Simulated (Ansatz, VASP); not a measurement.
TaSi2: VASP beside Ansatz

INCAR

```
PREC = Accurate ; ENCUT = 520
EDIFF = 1E-6 ; ISMEAR = 0
SIGMA = 0.15 ; LREAL = F
LASPH = T ; NELM = 80
ALGO = Fast ; ISIF = 2
LWAVE = F ; LCHARG = F
GGA = PS ; NBANDS = 38
```

File KPOINTS:

```
regular mesh
0
Gamma
  9 9 6
```

POSCAR

```
TaSi2
1.0
    4.7613605622      0.0000000000      0.0000000000
   -2.3806802811      4.1234592035      0.0000000000
    0.0000000000      0.0000000000      6.5581204410
Ta Si
3 6
Direct
    0.3651645907      0.0000000000     -0.1305252027
    0.5000000000      0.5000000000      0.6666666667
    0.0000000000      0.5000000000      0.3333333333
    0.1592624125      0.3185248251      0.0000000000
    0.8407375875      0.1592624125      0.6666666667
    0.6814751749      0.8407375875      0.3333333333
    0.8407375875      0.6814751749      0.0000000000
    0.1592624125      0.8407375875      0.6666666667
    0.3185248251      0.1592624125      0.3333333333
```

Input for Ansatz:

```yaml
crystal:
  lattice:
    - [4.7613605622, 0.0, 0.0]
    - [-2.3806802811, 4.1234592035, 0.0]
    - [0.0, 0.0, 6.558120441]
  atoms:
    - { symbol: Ta, position: [0.3651645907, 0.0, -0.1305252027] }
    - { symbol: Ta, position: [0.5, 0.5, 0.6666666667] }
    - { symbol: Ta, position: [0.0, 0.5, 0.3333333333] }
    - { symbol: Si, position: [0.1592624125, 0.3185248251, 0.0] }
    - { symbol: Si, position: [0.8407375875, 0.1592624125, 0.6666666667] }
    - { symbol: Si, position: [0.6814751749, 0.8407375875, 0.3333333333] }
    - { symbol: Si, position: [0.8407375875, 0.6814751749, 0.0] }
    - { symbol: Si, position: [0.1592624125, 0.8407375875, 0.6666666667] }
    - { symbol: Si, position: [0.3185248251, 0.1592624125, 0.3333333333] }
basis:
  ecutwfc: 420
kpoints:
  mp_grid: { grid: [9, 9, 6] }
hamiltonian:
  xc: pbesol
  pseudopotentials: { kind: paw, azcp: { folder: soft_1 } }
scf:
  occupations: { method: gaussian, width: 0.15 }
output:
  forces: true
  stress: true
  eigenvalues: true
```

Alike in both runs: task single point; functional PBEsol; k mesh 9 × 9 × 6; occupations gaussian, width 0.15 eV; no spin polarisation.

|  | VASP | Ansatz |
| --- | --- | --- |
| version | VASP 6.6.1 | Ansatz 0.2.0 |
| potentials or method | VASP PAW PBE potentials, release 64 (Ta_pv, Si), cutoff 520 eV | scalar-relativistic, plane waves, PAW |
| valence electrons in the cell | 57 | 63 |

|  | VASP | Ansatz | Ansatz less VASP |
| --- | --- | --- | --- |
| gap on the k mesh at the Fermi level (eV) | none | none | - |
| rms of the force components (eV/Å) | 12.803 | 13.292 | +0.4887 |

VASP's potentials were made for PBE, not for PBEsol, and Ansatz warns of the same on its side. Atom by atom the forces differ by 0.494 eV/Å (rms over components). A gap of «none» marks a metal or a gap that the smearing closes. VASP's potentials hold 57 valence electrons a cell and Ansatz's 63, so a difference there can come from the potentials and not from the codes.

Spin-orbit coupling is off throughout.
